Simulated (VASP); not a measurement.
Runs of VASP 6.6.1 on Al. The structure is that of space group P6_3/mmc (No. 194), or close to it. The cells are those of the table. This isn't the form of Al at room conditions, which is fcc.

```csv
cell,gap on the mesh (eV),pressure (GPa)
"a = 2.929, b = 2.930, c = 4.935 Å, angles 90.0, 90.0, 120.0°, 2 atoms",none,-7.0
"a = 2.850, b = 2.850, c = 4.787 Å, angles 90.0, 90.0, 120.0°, 2 atoms",none,-2.2
"a = 2.969, b = 2.969, c = 4.787 Å, angles 90.0, 90.0, 120.0°, 2 atoms",none,-6.9
"a = 2.969, b = 2.969, c = 4.861 Å, angles 90.0, 90.0, 120.0°, 2 atoms",none,-7.6
"a = 3.009, b = 3.009, c = 4.638 Å, angles 90.0, 90.0, 120.0°, 2 atoms",none,-6.4
"a = 2.929, b = 2.930, c = 4.861 Å, angles 90.0, 90.0, 120.0°, 2 atoms",none,-6.3
"a = 2.929, b = 2.930, c = 5.009 Å, angles 90.0, 90.0, 120.0°, 2 atoms",none,-7.6
"a = 3.009, b = 3.009, c = 4.267 Å, angles 90.0, 90.0, 120.0°, 2 atoms",none,(a)
"a = 2.929, b = 2.930, c = 4.638 Å, angles 90.0, 90.0, 120.0°, 2 atoms",none,-3.7
"a = 3.049, b = 3.049, c = 4.490 Å, angles 90.0, 90.0, 120.0°, 2 atoms",none,-5.6
"a = 3.009, b = 3.009, c = 4.713 Å, angles 90.0, 90.0, 120.0°, 2 atoms",none,-7.2
"a = 3.009, b = 3.009, c = 4.341 Å, angles 90.0, 90.0, 120.0°, 2 atoms",none,(b)
```

Alike in all rows: task single point; level PBEsol; potentials or basis VASP PAW PBE potentials, release 64 (Al); no spin polarisation; k mesh 18 × 18 × 10; cutoff (eV) 520; smearing gaussian 0.15 eV.

Problem. Estimate the missing entries.

Solution. (a) -0.1; (b) -1.7.

Caveats: the PAW data sets were made with another functional, which shifts forces and pressure a little; the cell stands under tension (at least some runs); the stress differs along the axes, from -3 to 6 GPa (at least some runs); the stress differs along the axes, from -4 to 3 GPa (at least some runs).

A gap of «none» marks levels without a gap at the run's occupations.
